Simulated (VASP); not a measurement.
Al8H: relaxation of the atoms with PBEsol

System: Al8H, a slab with vacuum.

```
Al H
1.0
     2.83628    0.00000    0.00000
    -1.41814    2.45629    0.00000
     0.00000    0.00000   35.31376
Al H
8 1
Direct
  0.33333 0.66667 0.24070
  0.00000 0.00000 0.30669
  0.66667 0.33333 0.37269
  0.00000 0.00000 0.43868
  0.33333 0.66667 0.50416
  0.00000 0.00000 0.57044
  0.66667 0.33333 0.63679
  0.00000 0.00000 0.70413
  0.33333 0.66667 0.67695
```

```
Program                   : VASP 6.6.1
Task                      : relaxation of the atoms
Functional                : PBEsol
Potentials or basis       : VASP PAW PBE potentials, release 64 (Al, H)
Cutoff                    : 520 eV
k mesh                    : 12 × 12 × 1
Occupations               : gaussian, width 0.1 eV
Spin                      : no spin polarisation
Dipole correction         : yes
Atoms held fixed (from 0) : [0, 1, 2, 3]
Further INCAR settings    : ALGO = Normal; EDIFF = 1e-06; IBRION = 2; EDIFFG = -0.03; NSW = 90
```

- Energy gained by relaxing: 16.1 meV/atom
- Ionic steps: 10

Step by step:
```tsv
step	energy change (eV)	largest force on free atoms (eV/Å)	pressure (GPa)
1	0.0000	0.8636	0.30
2	-0.0445	0.6684	0.14
3	-0.1228	0.2292	-0.24
4	-0.1286	0.2713	-0.36
5	-0.1369	0.1580	-0.41
6	-0.1406	0.1128	-0.45
7	-0.1426	0.0612	-0.47
8	-0.1431	0.0601	-0.48
9	-0.1438	0.0487	-0.49
10	-0.1449	0.0169	-0.52
```

Final structure:
```
Al H
1.0
     2.83628    0.00000    0.00000
    -1.41814    2.45629    0.00000
     0.00000    0.00000   35.31376
Al H
8 1
Direct
  0.33333 0.66667 0.24070
  0.00000 0.00000 0.30669
  0.66667 0.33333 0.37269
  0.00000 0.00000 0.43868
  0.33333 0.66667 0.50368
  0.00000 0.00000 0.56993
  0.66667 0.33333 0.63608
  0.00000 0.00000 0.71171
  0.33333 0.66667 0.67224
```

Levels at points of the mesh, in eV from the Fermi level:
| k point | band 8 | band 9 | band 10 | band 11 | band 12 | band 13 | band 14 | band 15 | band 16 | band 17 |
| --- | --- | --- | --- | --- | --- | --- | --- | --- | --- | --- |
| (0.00, 0.00, 0.00) | -5.80 | -4.50 | -2.88 | -1.20 | 0.48 | 1.97 | 3.20 | 3.81 | 4.47 | 4.57 |
| (0.50, 0.00, 0.00) | -3.90 | -3.14 | -2.96 | -2.22 | -2.14 | -1.12 | -0.90 | -0.11 | 0.40 | 1.16 |

Run time: 28 min on 1 thread of Oxide Virtual Turin-like Processor, with other jobs on the host, peak memory 0.4 GiB.

Caveat: the highest band is partly filled, so the run has too few bands; the PAW data sets were made with another functional, which shifts forces and pressure a little.
